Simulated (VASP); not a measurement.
# TiC in VASP: a series of runs, part 2 of 2

VASP 6.6.1. The steps go on from the part before.

## (3) Single point, PBE

This run uses another cell than the first one: it holds 24 atoms, not 10.

INCAR reads:

```
PREC = Accurate
ENCUT = 520
EDIFF = 1E-6
ISMEAR = 0
SIGMA = 0.1
LREAL = Auto
LASPH = True
NELM = 60
ALGO = Normal
ISIF = 2
LWAVE = False
LCHARG = True
LDIPOL = True
IDIPOL = 3
DIPOL = 0.5 0.5 0.499
GGA = PE
LELF = True
LVHAR = True
LVACPOTAV = True
NBANDS = 114
```

KPOINTS reads:

```
regular mesh
0
Gamma
  4 4 1
```

POSCAR reads:

```
TiC
1.0
    6.1276785472      0.0000000000      0.0000000000
   -3.0638392736      5.3067252881      0.0000000000
    0.0000000000      0.0000000000     22.2540357286
C Ti
12 12
Direct
    0.1666666667      0.3333333333      0.3594853580
    0.1666666667      0.8333333333      0.3594853580
    0.6666666667      0.3333333333      0.3594853580
    0.6666666667      0.8333333333      0.3594853580
    0.5000000000      0.5000000000      0.4718970716
    0.5000000000      0.0000000000      0.4718970716
    0.0000000000      0.5000000000      0.4718970716
    0.0000000000      0.0000000000      0.4718970716
    0.8333333333      0.6666666667      0.5878780954
    0.8333333333      0.1666666667      0.5878780954
    0.3333333333      0.6666666667      0.5878780954
    0.3333333333      0.1666666667      0.5878780954
    0.3333333333      0.1666666667      0.4156912148
    0.3333333333      0.6666666667      0.4156912148
    0.8333333333      0.1666666667      0.4156912148
    0.8333333333      0.6666666667      0.4156912148
    0.6666666667      0.3333333333      0.5266670609
    0.6666666667      0.8333333333      0.5266670609
    0.1666666667      0.3333333333      0.5266670609
    0.1666666667      0.8333333333      0.5266670609
    0.0000000000      0.5000000000      0.6342829598
    0.0000000000      0.0000000000      0.6342829598
    0.5000000000      0.5000000000      0.6342829598
    0.5000000000      0.0000000000      0.6342829598
```

Potentials or basis: VASP PAW PBE potentials, release 64 (C, Ti_sv).

On the command line:

```console
$ cat potpaw_PBE.64/C/POTCAR potpaw_PBE.64/Ti_sv/POTCAR > POTCAR
$ mpirun -np 1 vasp_std > vasp.out
```

OUTCAR:

```text
PREC = Accurate
   ENCUT = 520
   EDIFF = 1E-6
   ISMEAR = 0
   LREAL = Auto
   LASPH = True
   NELM = 60
   ISIF = 2
   GGA = PE

 ion  position               nearest neighbor table
   1  0.167  0.333  0.359-  13 2.17  14 2.17  15 2.17
   2  0.167  0.833  0.359-  14 2.17  13 2.17  16 2.17
   3  0.667  0.333  0.359-  15 2.17  16 2.17  13 2.17
   4  0.667  0.833  0.359-  16 2.17  15 2.17  14 2.17
   5  0.500  0.500  0.472-  18 2.15  19 2.15  17 2.15  13 2.17  16 2.17  14 2.17
   6  0.500  0.000  0.472-  17 2.15  20 2.15  18 2.15  14 2.17  15 2.17  13 2.17
   7  0.000  0.500  0.472-  20 2.15  17 2.15  19 2.15  15 2.17  14 2.17  16 2.17
   8  0.000  0.000  0.472-  19 2.15  18 2.15  20 2.15  16 2.17  13 2.17  15 2.17
   9  0.833  0.667  0.588-  22 2.05  23 2.05  21 2.05  18 2.23  17 2.23  20 2.23
  10  0.833  0.167  0.588-  21 2.05  24 2.05  22 2.05  17 2.23  18 2.23  19 2.23
[... 21 lines left out ...]
 A1 = (   6.1276785472,   0.0000000000,   0.0000000000)
 A2 = (  -3.0638392736,   5.3067252881,   0.0000000000)
 A3 = (   0.0000000000,   0.0000000000,  22.2540357286)

Analysis of symmetry for initial positions (statically):
=====================================================================
 Subroutine PRICEL returns following result:

  LATTYP: Found a hexagonal cell.
 ALAT       =     3.0638392736
 C/A-ratio  =     7.2634475053

  Lattice vectors:

 A1 = (   3.0638392736,   0.0000000000,   0.0000000000)
 A2 = (  -1.5319196368,   2.6533626440,   0.0000000000)
 A3 = (   0.0000000000,   0.0000000000,  22.2540357286)

   4 primitive cells build up your supercell.

 Routine SETGRP: Setting up the symmetry group for a
 hexagonal supercell.

 Subroutine GETGRP returns: Found  6 space group operations
 (whereof  6 operations were pure point group operations)
 out of a pool of 24 trial point group operations.

The static configuration has the point symmetry C_3v.

Analysis of symmetry for dynamics (positions and initial velocities):
=====================================================================
 Subroutine PRICEL returns following result:

  LATTYP: Found a hexagonal cell.
 ALAT       =     3.0638392736
 C/A-ratio  =     7.2634475053

  Lattice vectors:

 A1 = (   3.0638392736,   0.0000000000,   0.0000000000)
 A2 = (  -1.5319196368,   2.6533626440,   0.0000000000)
 A3 = (   0.0000000000,   0.0000000000,  22.2540357286)

   4 primitive cells build up your supercell.

 Routine SETGRP: Setting up the symmetry group for a
 hexagonal supercell.

 Subroutine GETGRP returns: Found  6 space group operations
 (whereof  6 operations were pure point group operations)
 out of a pool of 24 trial point group operations.

The dynamic configuration has the point symmetry C_3v.

 Subroutine INISYM returns: Found  6 space group operations
 (whereof  6 operations are pure point group operations),
 and found     4 'primitive' translations

----------------------------------------------------------------------------------------

                                     Primitive cell

  volume of cell :     180.9137

  direct lattice vectors                    reciprocal lattice vectors
     3.063839274  0.000000000  0.000000000     0.326387878  0.188440129  0.000000000
    -1.531919637  2.653362644  0.000000000     0.000000000  0.376880259  0.000000000
[... 55 lines left out ...]
   number of dos      NEDOS =    301   number of ions     NIONS =     24
   total plane-waves  NPLWV = 387072
   dimension x,y,z NGX =    48 NGY =   48 NGZ =  168
   dimension x,y,z NGXF=    96 NGYF=   96 NGZF=  336
   ions per type =              12  12
   NGX,Y,Z   is equivalent  to a cutoff of  13.02, 13.02, 12.55 a.u.
   NGXF,Y,Z  is equivalent  to a cutoff of  26.05, 26.05, 25.10 a.u.
 SYSTEM =  unknown system
   PREC   = accura    normal or accurate (medium, high low for compatibility)
   ISTART =      0    job   : 0-new  1-cont  2-samecut
   ICHARG =      2    charge: 1-file 2-atom 10-const
   ISPIN  =      1    spin polarized calculation?
   LNONCOLLINEAR =      F non collinear calculations
   LSORBIT =      F    spin-orbit coupling
   LASPH  =      T    aspherical Exc in radial PAW
   ENCUT  =  520.0 eV  38.22 Ry    6.18 a.u.  11.39 11.39 41.38*2*pi/ulx,y,z
   NELM   =     60;   NELMIN=  2; NELMDL= -5     # of ELM steps
   EDIFF  = 0.1E-05   stopping-criterion for ELM
   LREAL  =      T    real-space projection
   EDIFFG = 0.1E-04   stopping-criterion for IOM
   NSW    =      0    number of steps for IOM
   IBRION =     -1    ionic relax: 0-MD 1-quasi-New 2-CG
   NFREE  =      0    steps in history (QN), initial steepest desc. (CG)
   ISIF   =      2    stress and relaxation
   ISYM   =      2    0-nonsym 1-usesym 2-fastsym
   POTIM  = 0.5000    time-step for ionic-motion
   TEBEG  =    0.0;   TEEND  =   0.0 temperature during run
   PSTRESS=    0.0 pullay stress
   NELECT =     192.0000    total number of electrons
   NUPDOWN=      -1.0000    fix difference up-down
   EMIN   =  10.00;   EMAX   =-10.00  energy-range for DOS
   EFERMI =   0.00;   METHOD = LEGACY
   ISMEAR =     0;   SIGMA  =   0.10  broadening in eV -4-tet -1-fermi 0-gaus
   EFERMI_NEDOS =   21; number of points for ismear=-14 and -15
   IALGO  =     38    algorithm
   IMIX   =      4    mixing-type and parameters
     AMIX     =   0.40;   BMIX     =  1.00
     AMIX_MAG =   1.60;   BMIX_MAG =  1.00
  volume/ion in A,a.u.               =      30.15       203.48
  Fermi-wavevector in a.u.,A,eV,Ry     =   1.051957  1.987911 15.056400  1.106614
  Thomas-Fermi vector in A             =   2.187021
   LORBIT       =      0    0 simple, 1 ext, 2 COOP (PROOUT), +10 PAW based schemes
   GGA     = PE    functional components
   LHFCALC =     F    Hartree Fock is set to
   AEXX    =    0.0000 exact exchange contribution
   IVDW    =     0    specifies the selected vdW correction
   LEPSILON=     F    determine dielectric tensor
   LRPA    =     F    only Hartree local field effects (RPA)
 non-spin polarized calculation
 Gauss-broadening in eV      SIGMA  =   0.10
  energy-cutoff  :      520.00
  volume of cell :      723.65
 maximum number of plane-waves:     19523
 NGX is ok and might be reduce to    48

 dipolmoment           0.000000      0.000000      0.085578 electrons x Angstroem

 number of electron     191.9999942 magnetization

 dipolmoment           0.000000      0.000000     -0.399904 electrons x Angstroem

 Free energy of the ion-electron system (eV)
  ---------------------------------------------------
  ext. energy  EPLUGINS =         0.00000000
  ---------------------------------------------------
  free energy    TOTEN  =      -201.67468524 eV

  energy without entropy =     -201.56413499  energy(sigma->0) =     -201.61941011

 E-fermi :  -0.4072     XC(G=0):  -5.2862

 val. band max:       -0.4431498726   @ k =   0.2500   0.0000   0.0000
 cond. band min:      -0.3497785089   @ k =   0.2500   0.2500   0.0000
 fundamental gap:      0.0933713637
 Fermi energy:        -0.4071636308

 k-point     1 :       0.0000    0.0000    0.0000
  band No.  band energies     occupation
      1     -57.3179      2.00000
      2     -57.2669      2.00000
      3     -57.2669      2.00000
      4     -57.2669      2.00000
      5     -57.1464      2.00000
      6     -57.1011      2.00000
[... 433 lines left out ...]
    107       0.8796      0.00000
    108       1.0602      0.00000
 [bands above 108 left out]

------------------------ aborting loop because EDIFF is reached ----------------------------------------

  FORCE on cell =-STRESS in cart. coord.  units (eV):
  Direction    XX          YY          ZZ          XY          YZ          ZX
  --------------------------------------------------------------------------------------
  -------------------------------------------------------------------------------------
  Total       -1.5468258     -1.5468258     -5.0130895      0.0000000     -0.0000000      0.0000000
  in kB       -3.4246851     -3.4246851    -11.0990212      0.0000000     -0.0000000      0.0000000
  external PRESSURE =      -5.9827971 kB  Pullay stress =       0.0000000 kB

 VOLUME and BASIS-vectors are now :
 -----------------------------------------------------------------------------
  energy-cutoff  :      520.00
  volume of cell :      723.65
      direct lattice vectors                 reciprocal lattice vectors
     6.127678547  0.000000000  0.000000000     0.163193939  0.094220065  0.000000000
    -3.063839274  5.306725288  0.000000000     0.000000000  0.188440129  0.000000000
     0.000000000  0.000000000 22.254035729     0.000000000  0.000000000  0.044935670

 POSITION                                       TOTAL-FORCE (eV/Angst)
 -----------------------------------------------------------------------------------
      0.00000      1.76891      8.00000         0.000000      0.000000      0.882046
     -1.53192      4.42227      8.00000         0.000000      0.000000      0.882046
      3.06384      1.76891      8.00000         0.000000     -0.000000      0.882046
      1.53192      4.42227      8.00000         0.000000      0.000000      0.882046
      1.53192      2.65336     10.50161         0.000000      0.000000     -0.200496
      3.06384      0.00000     10.50161         0.000000      0.000000     -0.200496
[... 16 lines left out ...]
      1.53192      2.65336     14.11536        -0.000000     -0.000000      0.033433
      3.06384      0.00000     14.11536         0.000000     -0.000000      0.033433
 -----------------------------------------------------------------------------------
    total drift:                               -0.000002     -0.000000      0.170587

  FREE ENERGIE OF THE ION-ELECTRON SYSTEM (eV)
  ---------------------------------------------------
  free  energy   TOTEN  =      -201.6746852352 eV

  energy  without entropy=     -201.5641349883  energy(sigma->0) =     -201.61941011

 vacuum level on the upper side and lower side of the slab         4.121         6.347
```

It took 12 min on 1 thread of Intel Xeon 6975P-C (Granite Rapids), shared host; peak memory 0.83 GiB.

Results:

```yaml
Free_energy: -201.6747 eV
Largest_force: 0.882 eV/Å
Band_gap_on_the_k_mesh: zero (bands 96 and 97 overlap by 0.33 eV)
```

Forces on the atoms (eV/Å):
```
C    0.000  0.000  0.882
C    0.000  0.000  0.882
C    0.000  0.000  0.882
C    0.000  0.000  0.882
C    0.000  0.000 -0.200
C    0.000  0.000 -0.200
C    0.000  0.000 -0.200
C    0.000  0.000 -0.200
C    0.000  0.000 -0.017
C    0.000  0.000 -0.017
C    0.000  0.000 -0.017
C    0.000  0.000 -0.017
Ti   0.000  0.000 -0.713
Ti   0.000  0.000 -0.713
Ti   0.000  0.000 -0.713
Ti   0.000  0.000 -0.713
Ti   0.000  0.000  0.015
Ti   0.000  0.000  0.015
Ti   0.000  0.000  0.015
Ti   0.000  0.000  0.015
Ti   0.000  0.000  0.033
Ti   0.000  0.000  0.033
Ti   0.000  0.000  0.033
Ti   0.000  0.000  0.033
```

Levels at points of the mesh, in eV from the Fermi level:
| k point | band 94 | band 95 | band 96 | band 97 | band 98 | band 99 |
| --- | --- | --- | --- | --- | --- | --- |
| (0.00, 0.00, 0.00) | 0.26 | 0.26 | 0.27 | 0.27 | 0.28 | 0.28 |
| (0.50, 0.00, 0.00) | -0.25 | -0.21 | -0.21 | -0.04 | -0.04 | 0.09 |

## (4) Single point, PBE

This run uses another cell than the first one: it holds 24 atoms, not 10.

INCAR reads:

```
SYSTEM = TiC
  ALGO = Normal
  DIPOL = 0.5 0.5 0.499
  EDIFF = 1E-6
  ENCUT = 520
  GGA = PE
  IDIPOL = 3
  ISIF = 2
  ISMEAR = 0
  LASPH = .TRUE.
  LCHARG = .FALSE.
  LDIPOL = .TRUE.
  LREAL = Auto
  LWAVE = .FALSE.
  NBANDS = 114
  NELM = 100
  PREC = Accurate
  SIGMA = 0.1
```

KPOINTS reads:

```
k-points
0
G
  6 6 1
  0 0 0
```

POSCAR reads:

```
TiC
1.0
    6.1276785472      0.0000000000      0.0000000000
   -3.0638392736      5.3067252881      0.0000000000
    0.0000000000      0.0000000000     23.2540357286
C Ti
12 12
Direct
    0.1666666667      0.3333333333      0.3655279496
    0.1666666667      0.8333333333      0.3655279496
    0.6666666667      0.3333333333      0.3655279496
    0.6666666667      0.8333333333      0.3655279496
    0.5000000000      0.5000000000      0.4731055899
    0.5000000000      0.0000000000      0.4731055899
    0.0000000000      0.5000000000      0.4731055899
    0.0000000000      0.0000000000      0.4731055899
    0.8333333333      0.6666666667      0.5840587991
    0.8333333333      0.1666666667      0.5840587991
    0.3333333333      0.6666666667      0.5840587991
    0.3333333333      0.1666666667      0.5840587991
    0.3333333333      0.1666666667      0.4193167698
    0.3333333333      0.6666666667      0.4193167698
    0.8333333333      0.1666666667      0.4193167698
    0.8333333333      0.6666666667      0.4193167698
    0.6666666667      0.3333333333      0.5253669945
    0.6666666667      0.8333333333      0.5253669945
    0.1666666667      0.3333333333      0.5253669945
    0.1666666667      0.8333333333      0.5253669945
    0.0000000000      0.5000000000      0.6283838029
    0.0000000000      0.0000000000      0.6283838029
    0.5000000000      0.5000000000      0.6283838029
    0.5000000000      0.0000000000      0.6283838029
```

Potentials or basis: VASP PAW PBE potentials, release 64 (C, Ti_sv).

On the command line:

```console
$ cat potpaw_PBE.64/C/POTCAR potpaw_PBE.64/Ti_sv/POTCAR > POTCAR
$ mpirun -np 1 vasp_std > vasp.out
```

OUTCAR:

```text
SYSTEM = TiC
   EDIFF = 1E-6
   ENCUT = 520
   GGA = PE
   ISIF = 2
   ISMEAR = 0
   LASPH = .TRUE.
   LREAL = Auto
   NELM = 100
   PREC = Accurate

 ion  position               nearest neighbor table
   1  0.167  0.333  0.366-  13 2.17  14 2.17  15 2.17
   2  0.167  0.833  0.366-  14 2.17  13 2.17  16 2.17
   3  0.667  0.333  0.366-  15 2.17  16 2.17  13 2.17
   4  0.667  0.833  0.366-  16 2.17  15 2.17  14 2.17
   5  0.500  0.500  0.473-  18 2.15  19 2.15  17 2.15  13 2.17  16 2.17  14 2.17
   6  0.500  0.000  0.473-  17 2.15  20 2.15  18 2.15  14 2.17  15 2.17  13 2.17
   7  0.000  0.500  0.473-  20 2.15  17 2.15  19 2.15  15 2.17  14 2.17  16 2.17
   8  0.000  0.000  0.473-  19 2.15  18 2.15  20 2.15  16 2.17  13 2.17  15 2.17
   9  0.833  0.667  0.584-  22 2.05  23 2.05  21 2.05  18 2.23  17 2.23  20 2.23
  10  0.833  0.167  0.584-  21 2.05  24 2.05  22 2.05  17 2.23  18 2.23  19 2.23
[... 21 lines left out ...]
 A1 = (   6.1276785472,   0.0000000000,   0.0000000000)
 A2 = (  -3.0638392736,   5.3067252881,   0.0000000000)
 A3 = (   0.0000000000,   0.0000000000,  23.2540357286)

Analysis of symmetry for initial positions (statically):
[... 971 lines left out ...]
    107       0.4081      0.00000
    108       1.0667      0.00000
 [bands above 108 left out]

------------------------ aborting loop because EDIFF is reached ----------------------------------------

 vacuum level on the upper side and lower side of the slab       (xc-potential included)        -1.155         0.969

  FORCE on cell =-STRESS in cart. coord.  units (eV):
  Direction    XX          YY          ZZ          XY          YZ          ZX
  --------------------------------------------------------------------------------------
  -------------------------------------------------------------------------------------
  Total       -1.2059866     -1.2059866     -5.1263124     -0.0000000      0.0000000      0.0000000
  in kB       -2.5552426     -2.5552426    -10.8616232     -0.0000000      0.0000000      0.0000000
  external PRESSURE =      -5.3240362 kB  Pullay stress =       0.0000000 kB

 VOLUME and BASIS-vectors are now :
 -----------------------------------------------------------------------------
  energy-cutoff  :      520.00
  volume of cell :      756.17
      direct lattice vectors                 reciprocal lattice vectors
     6.127678547  0.000000000  0.000000000     0.163193939  0.094220065  0.000000000
    -3.063839274  5.306725288  0.000000000     0.000000000  0.188440129  0.000000000
     0.000000000  0.000000000 23.254035729     0.000000000  0.000000000  0.043003288

 POSITION                                       TOTAL-FORCE (eV/Angst)
 -----------------------------------------------------------------------------------
      0.00000      1.76891      8.50000         0.000000      0.000000      0.953265
     -1.53192      4.42227      8.50000         0.000000      0.000000      0.953265
      3.06384      1.76891      8.50000        -0.000000      0.000000      0.953265
      1.53192      4.42227      8.50000         0.000000      0.000000      0.953265
      1.53192      2.65336     11.00161         0.000000      0.000000     -0.167321
      3.06384      0.00000     11.00161         0.000000      0.000000     -0.167321
[... 16 lines left out ...]
      1.53192      2.65336     14.61246         0.000000     -0.000000      0.020472
      3.06384      0.00000     14.61246         0.000000     -0.000000      0.020472
 -----------------------------------------------------------------------------------
    total drift:                               -0.000002     -0.000001     -0.093696

  FREE ENERGIE OF THE ION-ELECTRON SYSTEM (eV)
  ---------------------------------------------------
  free  energy   TOTEN  =      -201.6477742590 eV

  energy  without entropy=     -201.5113465299  energy(sigma->0) =     -201.57956039

 vacuum level on the upper side and lower side of the slab         3.842         6.024
```

stdout:

```text
POSCAR found type information on POSCAR C Ti
 POSCAR found :  2 types and      24 ions
 scaLAPACK will be used
 LDA part: xc-table for (Slater+PW92), standard interpolation
 POSCAR, INCAR and KPOINTS ok, starting setup
 FFT: planning ... GRIDC
 FFT: planning ... GRID_SOFT
 FFT: planning ... GRID
 WAVECAR not read
 entering main loop
```

Wall time 40 min (1 thread of Intel Xeon Platinum 8259CL at 2.50GHz (Skylake/Cascade Lake), shared host); peak memory 1 GiB.

Results:

* Free energy: -201.6478 eV
* Largest force: 0.953 eV/Å
* Band gap on the k mesh: zero (bands 96 and 97 overlap by 0.37 eV)

Forces in eV/Å, atoms in the order of the input:
```
C    0.000  0.000  0.953
C    0.000  0.000  0.953
C    0.000  0.000  0.953
C    0.000  0.000  0.953
C    0.000  0.000 -0.167
C    0.000  0.000 -0.167
C    0.000  0.000 -0.167
C    0.000  0.000 -0.167
C    0.000  0.000 -0.010
C    0.000  0.000 -0.010
C    0.000  0.000 -0.010
C    0.000  0.000 -0.010
Ti   0.000  0.000 -0.794
Ti   0.000  0.000 -0.794
Ti   0.000  0.000 -0.794
Ti   0.000  0.000 -0.794
Ti   0.000  0.000 -0.002
Ti   0.000  0.000 -0.002
Ti   0.000  0.000 -0.002
Ti   0.000  0.000 -0.002
Ti   0.000  0.000  0.020
Ti   0.000  0.000  0.020
Ti   0.000  0.000  0.020
Ti   0.000  0.000  0.020
```

Levels at points of the mesh, in eV from the Fermi level:
```
           k point  band 92  band 93  band 94  band 95  band 96  band 97  band 98  band 99  band 100  band 101
(0.00, 0.00, 0.00)    -0.25     0.24     0.24     0.24     0.25     0.25     0.27     0.27      0.27      0.62
(0.50, 0.00, 0.00)    -0.60    -0.26    -0.26    -0.22    -0.22    -0.06    -0.06     0.07      0.07      0.43
```

## (5) Summary

| task | cell | k mesh | gap on the mesh (eV) | largest force (eV/Å) |
| --- | --- | --- | --- | --- |
| relaxation of the atoms | atoms relaxed from a = 3.064, b = 3.064, c = 26.257 Å, angles 90.0, 90.0, 120.0°, 10 atoms, atomic positions A | 12 × 12 × 1 | none | 0.01 |
| single point | a = 6.128, b = 6.128, c = 22.254 Å, angles 90.0, 90.0, 120.0°, 24 atoms, atomic positions B | 4 × 4 × 1 | none | 0.88 |
| single point | a = 6.128, b = 6.128, c = 23.254 Å, angles 90.0, 90.0, 120.0°, 24 atoms, atomic positions B | 6 × 6 × 1 | none | 0.95 |

Alike in all rows: level PBE; potentials or basis VASP PAW PBE potentials, release 64 (C, Ti_sv); no spin polarisation; cutoff (eV) 520; smearing gaussian 0.1 eV.

Total energies depend on the potentials used, so only differences within one code and one set of settings carry meaning.
